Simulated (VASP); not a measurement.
# GeW (Cmcm) in VASP: single point with PBE

Aim: the single point of GeW with PBE.

Program: VASP 6.6.1. These are calculated values, not measurements. Logs are shortened: lines on timing, memory, paths and dates and some standing lists are left out, and cuts for length are marked.

### Step 1. The cell of the first run

It takes space group Cmcm (No. 63, orthorhombic). Conventional cell: a = 3.176 Å, b = 9.131 Å, c = 4.377 Å, α = 90.00°, β = 90.00°, γ = 90.00°. Ge (site symmetry m2m) has 7 W at 2.52 to 2.72 Å and 4 Ge at 2.82 to 3.18 Å within 3.3 Å. Within 3.3 Å of W (site symmetry m2m) lie 7 Ge at 2.52 to 2.72 Å and 4 W at 3.18 to 3.19 Å.

### Step 2. Single point, PBE

Input file INCAR:

```
SYSTEM = GeW
ALGO     = Normal         ! electronic algorithm
EDIFF    = 1E-6           ! SCF threshold, eV
ENCUT    = 500            ! plane-wave cutoff, eV
GGA      = PE             ! functional
GGA_COMPAT= .FALSE.      
ISIF     = 2              ! what is computed and relaxed
ISMEAR   = 0              ! smearing method
LASPH    = .TRUE.         ! aspherical terms in the spheres
LCHARG   = .TRUE.         ! write CHGCAR
LELF     = .TRUE.         ! ELF
LREAL    = .FALSE.        ! projectors in reciprocal space
LVHAR    = .TRUE.       
LWAVE    = .FALSE.        ! write WAVECAR
NBANDS   = 36             ! bands
NELM     = 120            ! most SCF steps
PREC     = Accurate       ! precision mode
SIGMA    = 0.2            ! smearing width, eV
```

Input file KPOINTS:

```
k-points
0
G
  6 6 5
  0 0 0
```

Input file POSCAR:

```
GeW
1.0
    1.5877953704     -4.5656888982      0.0000000000
    1.5877953704      4.5656888982      0.0000000000
    0.0000000000      0.0000000000      4.3767904557
Ge W
2 2
Direct
    0.5973885571      0.4026114429      0.7500000000
    0.4026114429      0.5973885571      0.2500000000
    0.8730158959      0.1269841041      0.7500000000
    0.1269841041      0.8730158959      0.2500000000
```

Potentials or basis: VASP PAW PBE potentials, release 64 (Ge_d, W_sv).

On the command line:

```
$ cat potpaw_PBE.64/Ge_d/POTCAR potpaw_PBE.64/W_sv/POTCAR > POTCAR
$ mpirun -np 1 vasp_std > vasp.out
```

OUTCAR:

```text
SYSTEM = GeW
   EDIFF = 1E-6
   ENCUT = 500
   GGA = PE
   ISIF = 2
   ISMEAR = 0
   LASPH = .TRUE.
   LREAL = .FALSE.
   NELM = 120
   PREC = Accurate

 ion  position               nearest neighbor table
   1  0.597  0.403  0.750-   3 2.52   3 2.59   3 2.59   4 2.72   4 2.72   4 2.72   4 2.72   2 2.82
                             2 2.82
   2  0.403  0.597  0.250-   4 2.52   4 2.59   4 2.59   3 2.72   3 2.72   3 2.72   3 2.72   1 2.82
                             1 2.82
   3  0.873  0.127  0.750-   1 2.52   1 2.59   1 2.59   2 2.72   2 2.72   2 2.72   2 2.72   4 3.19
                             4 3.19
   4  0.127  0.873  0.250-   2 2.52   2 2.59   2 2.59   1 2.72   1 2.72   1 2.72   1 2.72   3 3.19
                             3 3.19

  LATTYP: Found a base centered orthorhombic cell.
 ALAT       =     3.1755907408
 B/A-ratio  =     2.8754894890
 C/A-ratio  =     1.3782602397

  Lattice vectors:

 A1 = (   1.5877953704,  -4.5656888982,   0.0000000000)
 A2 = (   1.5877953704,   4.5656888982,   0.0000000000)
 A3 = (   0.0000000000,   0.0000000000,   4.3767904557)

Analysis of symmetry for initial positions (statically):
=====================================================================
 Subroutine PRICEL returns:
 Original cell was already a primitive cell.

 Routine SETGRP: Setting up the symmetry group for a
 base centered orthorhombic supercell.

 Subroutine GETGRP returns: Found  8 space group operations
 (whereof  4 operations were pure point group operations)
 out of a pool of  8 trial point group operations.

The static configuration has the point symmetry C_2h.
 The point group associated with its full space group is D_2h.

Analysis of symmetry for dynamics (positions and initial velocities):
=====================================================================
 Subroutine PRICEL returns:
 Original cell was already a primitive cell.

 Routine SETGRP: Setting up the symmetry group for a
 base centered orthorhombic supercell.

 Subroutine GETGRP returns: Found  8 space group operations
 (whereof  4 operations were pure point group operations)
 out of a pool of  8 trial point group operations.

The dynamic configuration has the point symmetry C_2h.
 The point group associated with its full space group is D_2h.

 Subroutine INISYM returns: Found  8 space group operations
 (whereof  4 operations are pure point group operations),
 and found     1 'primitive' translations

----------------------------------------------------------------------------------------

                                     Primitive cell

  volume of cell :      63.4580

  direct lattice vectors                    reciprocal lattice vectors
     1.587795370 -4.565688898  0.000000000     0.314902039 -0.109512499  0.000000000
     1.587795370  4.565688898  0.000000000     0.314902039  0.109512499  0.000000000
     0.000000000  0.000000000  4.376790456     0.000000000  0.000000000  0.228477925

  length of vectors
     4.833902073  4.833902073  4.376790456     0.333401082  0.333401082  0.228477925

  position of ions in fractional coordinates (direct lattice)
     0.597388557  0.402611443  0.750000000
     0.402611443  0.597388557  0.250000000
     0.873015896  0.126984104  0.750000000
     0.126984104  0.873015896  0.250000000

  ion indices of the primitive-cell ions
   primitive index   ion index
                 1           1
                 2           2
                 3           3
                 4           4

----------------------------------------------------------------------------------------

 KPOINTS: k-points

Automatic generation of k-mesh.
 Grid dimensions read from file:
 generate k-points for:    6    6    5

 Generating k-lattice:

  Cartesian coordinates                     Fractional coordinates (reciprocal lattice)
     0.052483673 -0.018252083  0.000000000     0.166666667  0.000000000  0.000000000
     0.052483673  0.018252083  0.000000000     0.000000000  0.166666667  0.000000000
     0.000000000  0.000000000  0.045695585     0.000000000  0.000000000  0.200000000

  Length of vectors
     0.055566847  0.055566847  0.045695585

  Shift w.r.t. Gamma in fractional coordinates (k-lattice)
     0.000000000  0.000000000  0.000000000

 Subroutine IBZKPT returns following result:
 ===========================================

 Found     39 irreducible k-points:

 Following reciprocal coordinates:
            Coordinates               Weight
  0.000000  0.000000  0.000000      1.000000
  0.166667  0.000000  0.000000      4.000000
  0.333333  0.000000  0.000000      4.000000
  0.500000  0.000000  0.000000      2.000000
  0.166667  0.166667  0.000000      2.000000
  0.333333  0.166667  0.000000      4.000000
[... 16 lines left out ...]
  0.333333  0.333333  0.200000      4.000000
  0.500000  0.333333  0.200000      8.000000
 [... further k-points ...]
   k-points           NKPTS =     39   k-points in BZ     NKDIM =     39   number of bands    NBANDS=     36
   number of dos      NEDOS =    301   number of ions     NIONS =      4
   total plane-waves  NPLWV =  41472
   dimension x,y,z NGX =    36 NGY =   36 NGZ =   32
   dimension x,y,z NGXF=    72 NGYF=   72 NGZF=   64
   ions per type =               2   2
   NGX,Y,Z   is equivalent  to a cutoff of  12.38, 12.38, 12.15 a.u.
   NGXF,Y,Z  is equivalent  to a cutoff of  24.76, 24.76, 24.31 a.u.
 SYSTEM =  GeW
   PREC   = accura    normal or accurate (medium, high low for compatibility)
   ISTART =      0    job   : 0-new  1-cont  2-samecut
   ICHARG =      2    charge: 1-file 2-atom 10-const
   ISPIN  =      1    spin polarized calculation?
   LNONCOLLINEAR =      F non collinear calculations
   LSORBIT =      F    spin-orbit coupling
   LASPH  =      T    aspherical Exc in radial PAW
   ENCUT  =  500.0 eV  36.75 Ry    6.06 a.u.   8.81  8.81  7.98*2*pi/ulx,y,z
   NELM   =    120;   NELMIN=  2; NELMDL= -5     # of ELM steps
   EDIFF  = 0.1E-05   stopping-criterion for ELM
   LREAL  =      F    real-space projection
   EDIFFG = 0.1E-04   stopping-criterion for IOM
   NSW    =      0    number of steps for IOM
   IBRION =     -1    ionic relax: 0-MD 1-quasi-New 2-CG
   NFREE  =      0    steps in history (QN), initial steepest desc. (CG)
   ISIF   =      2    stress and relaxation
   ISYM   =      2    0-nonsym 1-usesym 2-fastsym
   POTIM  = 0.5000    time-step for ionic-motion
   TEBEG  =    0.0;   TEEND  =   0.0 temperature during run
   PSTRESS=    0.0 pullay stress
   NELECT =      56.0000    total number of electrons
   NUPDOWN=      -1.0000    fix difference up-down
   EMIN   =  10.00;   EMAX   =-10.00  energy-range for DOS
   EFERMI =   0.00;   METHOD = LEGACY
   ISMEAR =     0;   SIGMA  =   0.20  broadening in eV -4-tet -1-fermi 0-gaus
   EFERMI_NEDOS =   21; number of points for ismear=-14 and -15
   IALGO  =     38    algorithm
   IMIX   =      4    mixing-type and parameters
     AMIX     =   0.40;   BMIX     =  1.00
     AMIX_MAG =   1.60;   BMIX_MAG =  1.00
  volume/ion in A,a.u.               =      15.86       107.06
  Fermi-wavevector in a.u.,A,eV,Ry     =   1.570274  2.967387 33.548687  2.465759
  Thomas-Fermi vector in A             =   2.672031
   LORBIT       =      0    0 simple, 1 ext, 2 COOP (PROOUT), +10 PAW based schemes
   GGA     = PE    functional components
   LHFCALC =     F    Hartree Fock is set to
   AEXX    =    0.0000 exact exchange contribution
   IVDW    =     0    specifies the selected vdW correction
   LEPSILON=     F    determine dielectric tensor
   LRPA    =     F    only Hartree local field effects (RPA)
 non-spin polarized calculation
 Gauss-broadening in eV      SIGMA  =   0.20
  energy-cutoff  :      500.00
  volume of cell :       63.46
 maximum number of plane-waves:      1624
   NGX = 17   NGY = 17   NGZ = 15

 number of electron      55.9999997 magnetization

 Free energy of the ion-electron system (eV)
  ---------------------------------------------------
  ext. energy  EPLUGINS =         0.00000000
  ---------------------------------------------------
  free energy    TOTEN  =       -33.42460980 eV

  energy without entropy =      -33.39332603  energy(sigma->0) =      -33.40896792

 E-fermi :   9.9473     XC(G=0): -12.8871

 val. band max:        9.8745197022   @ k =   0.3333   0.0000   0.2000
 cond. band min:       9.9876546388   @ k =  -0.1667   0.1667   0.0000
 fundamental gap:      0.1131349366
 Fermi energy:         9.9473047694

 k-point     1 :       0.0000    0.0000    0.0000
  band No.  band energies     occupation
      1     -64.1702      2.00000
      2     -64.1584      2.00000
      3     -28.4952      2.00000
      4     -28.4426      2.00000
      5     -28.3377      2.00000
      6     -28.3317      2.00000
[... 28 lines left out ...]
     35      14.7256      0.00000
     36      16.2704      0.00000

 k-point     2 :       0.1667    0.0000    0.0000
  band No.  band energies     occupation
      1     -64.1677      2.00000
      2     -64.1567      2.00000
      3     -28.4851      2.00000
      4     -28.4318      2.00000
      5     -28.3950      2.00000
      6     -28.3822      2.00000
[... 28 lines left out ...]
     35      14.0413      0.00000
     36      14.8782      0.00000

 k-point     3 :       0.3333    0.0000    0.0000
  band No.  band energies     occupation
      1     -64.1625      2.00000
      2     -64.1535      2.00000
      3     -28.5126      2.00000
      4     -28.4944      2.00000
      5     -28.4523      2.00000
      6     -28.4086      2.00000
[... 28 lines left out ...]
     35      15.3699      0.00000
     36      16.2926      0.00000

 k-point     4 :       0.5000    0.0000    0.0000
  band No.  band energies     occupation
      1     -64.1599      2.00000
      2     -64.1519      2.00000
      3     -28.5696      2.00000
      4     -28.5424      2.00000
      5     -28.4430      2.00000
      6     -28.3957      2.00000
[... 28 lines left out ...]
     35      15.4580      0.00000
     36      16.2796      0.00000

 k-point     5 :       0.1667    0.1667    0.0000
  band No.  band energies     occupation
      1     -64.1629      2.00000
      2     -64.1531      2.00000
      3     -28.5128      2.00000
      4     -28.4916      2.00000
      5     -28.4593      2.00000
      6     -28.4135      2.00000
[... 655 lines left out ...]
 k-point    22 :      -0.1667    0.1667    0.2000
  band No.  band energies     occupation
      1     -64.1685      2.00000
      2     -64.1601      2.00000
      3     -28.4870      2.00000
      4     -28.4230      2.00000
      5     -28.3672      2.00000
      6     -28.3396      2.00000
[... 28 lines left out ...]
     35      15.4834      0.00000
     36      15.5859      0.00000

 k-point    23 :       0.3333    0.3333    0.2000
  band No.  band energies     occupation
      1     -64.1604      2.00000
      2     -64.1555      2.00000
      3     -28.5178      2.00000
      4     -28.4867      2.00000
      5     -28.4477      2.00000
      6     -28.4190      2.00000
[... 28 lines left out ...]
     35      16.8803      0.00000
     36      17.5541      0.00000

 k-point    24 :       0.5000    0.3333    0.2000
  band No.  band energies     occupation
      1     -64.1644      2.00000
      2     -64.1599      2.00000
      3     -28.4717      2.00000
      4     -28.4398      2.00000
      5     -28.4007      2.00000
      6     -28.3704      2.00000
[... 28 lines left out ...]
     35      16.5275      0.00000
     36      16.9024      0.00000

 [... further k-points ...]

------------------------ aborting loop because EDIFF is reached ----------------------------------------

  FORCE on cell =-STRESS in cart. coord.  units (eV):
  Direction    XX          YY          ZZ          XY          YZ          ZX
  --------------------------------------------------------------------------------------
  -------------------------------------------------------------------------------------
  Total        0.1077448      0.0826401      0.2213310      0.0000000     -0.0000000      0.0000000
  in kB        2.7203227      2.0864823      5.5881255      0.0000000     -0.0000000      0.0000000
  external PRESSURE =       3.4649768 kB  Pullay stress =       0.0000000 kB

 VOLUME and BASIS-vectors are now :
 -----------------------------------------------------------------------------
  energy-cutoff  :      500.00
  volume of cell :       63.46
      direct lattice vectors                 reciprocal lattice vectors
     1.587795370 -4.565688898  0.000000000     0.314902039 -0.109512499  0.000000000
     1.587795370  4.565688898  0.000000000     0.314902039  0.109512499  0.000000000
     0.000000000  0.000000000  4.376790456     0.000000000  0.000000000  0.228477925

 POSITION                                       TOTAL-FORCE (eV/Angst)
 -----------------------------------------------------------------------------------
      1.58780     -0.88929      3.28259         0.000000     -0.005372      0.000000
      1.58780      0.88929      1.09420         0.000000      0.005372     -0.000000
      1.58780     -3.40615      3.28259         0.000000      0.012012     -0.000000
      1.58780      3.40615      1.09420         0.000000     -0.012012     -0.000000
 -----------------------------------------------------------------------------------
    total drift:                                0.000000      0.000000     -0.000000

  FREE ENERGIE OF THE ION-ELECTRON SYSTEM (eV)
  ---------------------------------------------------
  free  energy   TOTEN  =       -33.4246098034 eV

  energy  without entropy=      -33.3933260346  energy(sigma->0) =      -33.40896792
```

Run time: 1.8 min. Hardware: 1 thread of Intel Xeon 8259CL, shared host; peak memory 0.23 GiB.

Results:

- Free energy: -33.4246 eV
- Pressure: 0.3 GPa
- Largest force: 0.012 eV/Å
- Band gap on the k mesh: zero (bands 28 and 29 overlap by 1.18 eV)

Forces on the atoms (eV/Å):
```
Ge   0.000 -0.005  0.000
Ge   0.000  0.005  0.000
W    0.000  0.012  0.000
W    0.000 -0.012  0.000
```

Stress tensor (GPa, compression positive):
```
0.27 0.00 0.00
0.00 0.21 0.00
0.00 0.00 0.56
```

Levels at points of the mesh, in eV from the Fermi level:
| k point | band 24 | band 25 | band 26 | band 27 | band 28 | band 29 | band 30 | band 31 | band 32 | band 33 |
| --- | --- | --- | --- | --- | --- | --- | --- | --- | --- | --- |
| (0.00, 0.00, 0.00) | -2.48 | -2.28 | -1.26 | -0.46 | 0.37 | 0.47 | 0.84 | 1.57 | 2.41 | 3.04 |
| (0.50, 0.00, 0.00) | -4.16 | -3.35 | -1.78 | -1.28 | 0.60 | 1.16 | 1.72 | 2.47 | 3.06 | 3.71 |
| (0.50, 0.50, 0.00) | -3.08 | -2.37 | -1.55 | -0.76 | -0.30 | 1.30 | 1.31 | 2.38 | 2.45 | 2.96 |

Caveat: spin-orbit coupling is left out, which moves the levels of the heavy elements.
